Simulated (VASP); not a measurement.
# VH3 (Pm-3m) in VASP: further runs

VH3 is run at these levels: PBE; tasks: single point, relaxation of cell and atoms.

Program: VASP 6.6.1. These are calculated values, not measurements. Logs are shortened: lines on timing, memory, paths and dates and some standing lists are left out, and cuts for length are marked.

### 1 The cell of the first run

It takes space group Pm-3m (No. 221, cubic). Conventional cell: a = 2.773 Å, b = 2.773 Å, c = 2.773 Å, α = 90.00°, β = 90.00°, γ = 90.00°. Within 2.6 Å of V (site symmetry m-3m) lie 12 H at 1.96 Å. Within 2.6 Å of H (site symmetry 4/mmm) lie 4 V at 1.96 Å and 8 H at 1.96 Å.

### 2 Single point, PBE, collinear spin, ferromagnetic start

Input file INCAR:

```
SYSTEM = VH3
PREC = Accurate
ENCUT = 520
EDIFF = 1E-6
ISMEAR = 0
SIGMA = 0.1
LREAL = .False.
LASPH = .True.
NELM = 150
ALGO = Normal
ISIF = 2
LWAVE = .False.
LCHARG = .False.
ISPIN = 2
MAGMOM = 0.5 0 0 0
LORBIT = 11
LMAXMIX = 4
GGA = PE
NBANDS = 20
```

Input file KPOINTS:

```
Automatic mesh
0
Gamma
  16 16 16
  0 0 0
```

Input file POSCAR:

```
VH3
1.0
    2.7730939602      0.0000000000      0.0000000000
    0.0000000000      2.7730939602      0.0000000000
    0.0000000000      0.0000000000      2.7730939602
V H
1 3
Direct
    0.0000000000      0.0000000000      0.0000000000
    0.0000000000      0.5000000000      0.5000000000
    0.5000000000      0.0000000000      0.5000000000
    0.5000000000      0.5000000000      0.0000000000
```

Potentials or basis: VASP PAW PBE potentials, release 64 (V_sv, H).

Launch:

```console
$ cat potpaw_PBE.64/V_sv/POTCAR potpaw_PBE.64/H/POTCAR > POTCAR
$ mpirun -np 1 vasp_std > vasp.out
```

OUTCAR:

```text
SYSTEM = VH3
   PREC = Accurate
   ENCUT = 520
   EDIFF = 1E-6
   ISMEAR = 0
   LREAL = .False.
   LASPH = .True.
   NELM = 150
   ISIF = 2
   ISPIN = 2
   LORBIT = 11
   GGA = PE

 ion  position               nearest neighbor table
   1  0.000  0.000  0.000-
   2  0.000  0.500  0.500-
   3  0.500  0.000  0.500-
   4  0.500  0.500  0.000-

  LATTYP: Found a simple cubic cell.
 ALAT       =     2.7730939602

  Lattice vectors:

 A1 = (   2.7730939602,   0.0000000000,   0.0000000000)
 A2 = (   0.0000000000,   2.7730939602,   0.0000000000)
 A3 = (   0.0000000000,   0.0000000000,   2.7730939602)

Analysis of symmetry for initial positions (statically):
=====================================================================
 Subroutine PRICEL returns:
 Original cell was already a primitive cell.

 Routine SETGRP: Setting up the symmetry group for a
 simple cubic supercell.

 Subroutine GETGRP returns: Found 48 space group operations
 (whereof 48 operations were pure point group operations)
 out of a pool of 48 trial point group operations.

The static configuration has the point symmetry O_h .

Analysis of symmetry for dynamics (positions and initial velocities):
=====================================================================
 Subroutine PRICEL returns:
 Original cell was already a primitive cell.

 Routine SETGRP: Setting up the symmetry group for a
 simple cubic supercell.

 Subroutine GETGRP returns: Found 48 space group operations
 (whereof 48 operations were pure point group operations)
 out of a pool of 48 trial point group operations.

The dynamic configuration has the point symmetry O_h .

Analysis of structural, dynamic, and magnetic symmetry:
=====================================================================
 Subroutine PRICEL returns:
 Original cell was already a primitive cell.

 Routine SETGRP: Setting up the symmetry group for a
 simple cubic supercell.

 Subroutine GETGRP returns: Found 48 space group operations
 (whereof 48 operations were pure point group operations)
 out of a pool of 48 trial point group operations.

The overall configuration has the point symmetry O_h .

 Subroutine INISYM returns: Found 48 space group operations
 (whereof 48 operations are pure point group operations),
 and found     1 'primitive' translations

----------------------------------------------------------------------------------------

                                     Primitive cell

  volume of cell :      21.3252

  direct lattice vectors                    reciprocal lattice vectors
     2.773093960  0.000000000  0.000000000     0.360608048  0.000000000  0.000000000
     0.000000000  2.773093960  0.000000000     0.000000000  0.360608048  0.000000000
     0.000000000  0.000000000  2.773093960     0.000000000  0.000000000  0.360608048

  length of vectors
     2.773093960  2.773093960  2.773093960     0.360608048  0.360608048  0.360608048

  position of ions in fractional coordinates (direct lattice)
     0.000000000  0.000000000  0.000000000
     0.000000000  0.500000000  0.500000000
     0.500000000  0.000000000  0.500000000
     0.500000000  0.500000000  0.000000000

  ion indices of the primitive-cell ions
   primitive index   ion index
                 1           1
                 2           2
                 3           3
                 4           4

----------------------------------------------------------------------------------------

 KPOINTS: Automatic mesh

Automatic generation of k-mesh.
 Grid dimensions read from file:
 generate k-points for:   16   16   16

 Generating k-lattice:

  Cartesian coordinates                     Fractional coordinates (reciprocal lattice)
     0.022538003  0.000000000  0.000000000     0.062500000  0.000000000  0.000000000
     0.000000000  0.022538003  0.000000000     0.000000000  0.062500000  0.000000000
     0.000000000  0.000000000  0.022538003     0.000000000  0.000000000  0.062500000

  Length of vectors
     0.022538003  0.022538003  0.022538003

  Shift w.r.t. Gamma in fractional coordinates (k-lattice)
     0.000000000  0.000000000  0.000000000

 Subroutine IBZKPT returns following result:
 ===========================================

 Found    165 irreducible k-points:

 Following reciprocal coordinates:
            Coordinates               Weight
  0.000000  0.000000  0.000000      1.000000
  0.062500  0.000000  0.000000      6.000000
  0.125000  0.000000  0.000000      6.000000
  0.187500  0.000000  0.000000      6.000000
  0.250000  0.000000  0.000000      6.000000
  0.312500  0.000000  0.000000      6.000000
[... 16 lines left out ...]
  0.437500  0.125000  0.000000     24.000000
  0.500000  0.125000  0.000000     12.000000
 [... further k-points ...]
   k-points           NKPTS =    165   k-points in BZ     NKDIM =    165   number of bands    NBANDS=     20
   number of dos      NEDOS =    301   number of ions     NIONS =      4
   total plane-waves  NPLWV =  13824
   dimension x,y,z NGX =    24 NGY =   24 NGZ =   24
   dimension x,y,z NGXF=    48 NGYF=   48 NGZF=   48
   ions per type =               1   3
   NGX,Y,Z   is equivalent  to a cutoff of  14.39, 14.39, 14.39 a.u.
   NGXF,Y,Z  is equivalent  to a cutoff of  28.78, 28.78, 28.78 a.u.
 SYSTEM =  VH3
   PREC   = accura    normal or accurate (medium, high low for compatibility)
   ISTART =      0    job   : 0-new  1-cont  2-samecut
   ICHARG =      2    charge: 1-file 2-atom 10-const
   ISPIN  =      2    spin polarized calculation?
   LNONCOLLINEAR =      F non collinear calculations
   LSORBIT =      F    spin-orbit coupling
   LASPH  =      T    aspherical Exc in radial PAW
   ENCUT  =  520.0 eV  38.22 Ry    6.18 a.u.   5.16  5.16  5.16*2*pi/ulx,y,z
   NELM   =    150;   NELMIN=  2; NELMDL= -5     # of ELM steps
   EDIFF  = 0.1E-05   stopping-criterion for ELM
   LREAL  =      F    real-space projection
[... 7 lines left out ...]
   TEBEG  =    0.0;   TEEND  =   0.0 temperature during run
   PSTRESS=    0.0 pullay stress
   NELECT =      16.0000    total number of electrons
   NUPDOWN=      -1.0000    fix difference up-down
   EMIN   =  10.00;   EMAX   =-10.00  energy-range for DOS
   EFERMI =   0.00;   METHOD = LEGACY
   ISMEAR =     0;   SIGMA  =   0.10  broadening in eV -4-tet -1-fermi 0-gaus
   EFERMI_NEDOS =   21; number of points for ismear=-14 and -15
   IALGO  =     38    algorithm
   IMIX   =      4    mixing-type and parameters
     AMIX     =   0.40;   BMIX     =  1.00
     AMIX_MAG =   1.60;   BMIX_MAG =  1.00
  volume/ion in A,a.u.               =       5.33        35.98
  Fermi-wavevector in a.u.,A,eV,Ry     =   1.487591  2.811140 30.108704  2.212927
  Thomas-Fermi vector in A             =   2.600732
   LORBIT       =     11    0 simple, 1 ext, 2 COOP (PROOUT), +10 PAW based schemes
   GGA     = PE    functional components
   LHFCALC =     F    Hartree Fock is set to
   AEXX    =    0.0000 exact exchange contribution
   IVDW    =     0    specifies the selected vdW correction
   LEPSILON=     F    determine dielectric tensor
   LRPA    =     F    only Hartree local field effects (RPA)
 spin polarized calculation
 Gauss-broadening in eV      SIGMA  =   0.10
  energy-cutoff  :      520.00
  volume of cell :       21.33
 maximum number of plane-waves:       592
 NGX is ok and might be reduce to    24
   NGX = 11   NGY = 11   NGZ = 11

 number of electron      16.0000011 magnetization       0.4410670

 Free energy of the ion-electron system (eV)
  ---------------------------------------------------
  ext. energy  EPLUGINS =         0.00000000
  ---------------------------------------------------
  free energy    TOTEN  =       -18.83819569 eV

  energy without entropy =      -18.82669362  energy(sigma->0) =      -18.83244465

 E-fermi :   7.9767     XC(G=0): -12.2493

 val. band max:        7.9761387374   @ k =   0.3125   0.3125   0.3125
 cond. band min:       7.9820687214   @ k =   0.2500   0.1875   0.1250
 fundamental gap:      0.0059299840
 Fermi energy:         7.9766726672

 spin component 1

 k-point     1 :       0.0000    0.0000    0.0000
  band No.  band energies     occupation
      1     -56.9415      1.00000
      2     -30.6131      1.00000
      3     -30.6131      1.00000
      4     -30.6131      1.00000
      5      -4.5012      1.00000
      6       3.7796      1.00000
[... 12 lines left out ...]
     19      31.2580      0.00000
     20      34.4502      0.00000
[... 507 lines left out ...]
 k-point    24 :       0.5000    0.1250    0.0000
  band No.  band energies     occupation
      1     -56.8922      1.00000
      2     -30.9897      1.00000
      3     -30.6331      1.00000
      4     -30.5752      1.00000
      5      -0.2908      1.00000
      6       0.6591      1.00000
[... 12 lines left out ...]
     19      29.6695      0.00000
     20      30.8442      0.00000

 [... further k-points ...]

 spin component 2

 k-point     1 :       0.0000    0.0000    0.0000
  band No.  band energies     occupation
      1     -56.5018      1.00000
      2     -30.1750      1.00000
      3     -30.1750      1.00000
      4     -30.1750      1.00000
      5      -4.4500      1.00000
      6       3.9088      1.00000
[... 12 lines left out ...]
     19      31.3623      0.00000
     20      34.5359      0.00000
[... 507 lines left out ...]
 k-point    24 :       0.5000    0.1250    0.0000
  band No.  band energies     occupation
      1     -56.4518      1.00000
      2     -30.5591      1.00000
      3     -30.1957      1.00000
      4     -30.1367      1.00000
      5      -0.2580      1.00000
      6       0.7348      1.00000
[... 12 lines left out ...]
     19      29.8014      0.00000
     20      30.8405      0.00000

 [... further k-points ...]
[... 5 lines left out ...]
  --------------------------------------------------------------------------------------
  -------------------------------------------------------------------------------------
  Total        0.0036837      0.0036837      0.0036837     -0.0000000      0.0000000     -0.0000000
  in kB        0.2767561      0.2767561      0.2767561     -0.0000000      0.0000000     -0.0000000
  external PRESSURE =       0.2767561 kB  Pullay stress =       0.0000000 kB

 VOLUME and BASIS-vectors are now :
 -----------------------------------------------------------------------------
  energy-cutoff  :      520.00
  volume of cell :       21.33
      direct lattice vectors                 reciprocal lattice vectors
     2.773093960  0.000000000  0.000000000     0.360608048  0.000000000  0.000000000
     0.000000000  2.773093960  0.000000000     0.000000000  0.360608048  0.000000000
     0.000000000  0.000000000  2.773093960     0.000000000  0.000000000  0.360608048

 POSITION                                       TOTAL-FORCE (eV/Angst)
 -----------------------------------------------------------------------------------
      0.00000      0.00000      0.00000         0.000000      0.000000      0.000000
      0.00000      1.38655      1.38655         0.000000      0.000000      0.000000
      1.38655      0.00000      1.38655         0.000000      0.000000      0.000000
      1.38655      1.38655      0.00000         0.000000      0.000000      0.000000
 -----------------------------------------------------------------------------------
    total drift:                                0.000000      0.000000      0.000000

  FREE ENERGIE OF THE ION-ELECTRON SYSTEM (eV)
  ---------------------------------------------------
  free  energy   TOTEN  =       -18.8381956895 eV

  energy  without entropy=      -18.8266936162  energy(sigma->0) =      -18.83244465

 total charge

# of ion       s       p       d       tot
------------------------------------------
    1        2.236   6.222   3.162  11.620
    2        0.525   0.019   0.000   0.545
    3        0.525   0.019   0.000   0.545
    4        0.525   0.019   0.000   0.545
--------------------------------------------------
tot          3.811   6.281   3.162  13.254

 magnetization (x)

# of ion       s       p       d       tot
------------------------------------------
    1        0.006   0.004   0.423   0.434
    2       -0.009   0.002   0.000  -0.007
    3       -0.009   0.002   0.000  -0.007
    4       -0.009   0.002   0.000  -0.007
--------------------------------------------------
tot         -0.020   0.009   0.423   0.413
```

Run time: 34 s. Hardware: 1 thread of Intel Xeon 6975P-C (Granite Rapids), shared host; peak memory 0.22 GiB.

Results:

- Free energy: -18.8382 eV
- Pressure: 0.0 GPa
- Net moment: 0.44 μB per cell
- Site moments: V +0.43; H -0.01 μB
- Valence electrons inside the program's atomic spheres: V 11.62; H 0.55

Levels at points of the mesh, in eV from the Fermi level:
Spin up:
```tsv
k point	band 4	band 5	band 6	band 7	band 8	band 9	band 10	band 11	band 12	band 13
(0.00, 0.00, 0.00)	-38.59	-12.48	-4.20	-4.20	1.11	1.11	1.11	6.05	6.05	9.83
(0.50, 0.00, 0.00)	-38.56	-8.37	-7.65	-2.10	-0.44	-0.44	1.24	2.05	2.80	13.84
(0.50, 0.50, 0.00)	-38.52	-7.45	-4.27	-4.27	-2.23	-0.08	-0.08	2.11	5.13	7.35
(0.50, 0.50, 0.50)	-38.86	-6.15	-6.15	-6.15	2.21	2.21	4.89	5.77	5.77	5.77
```
Spin down:
```csv
k point,band 6,band 7,band 8,band 9,band 10,band 11
"(0.00, 0.00, 0.00)",-4.07,-4.07,1.66,1.66,1.66,6.09
"(0.50, 0.00, 0.00)",-7.57,-1.88,0.04,0.04,1.79,2.00
"(0.50, 0.50, 0.00)",-4.25,-4.25,-2.02,0.43,0.43,2.38
"(0.50, 0.50, 0.50)",-5.98,-5.98,2.47,2.47,4.92,5.91
```

(Part 1 of 2 ends here.)
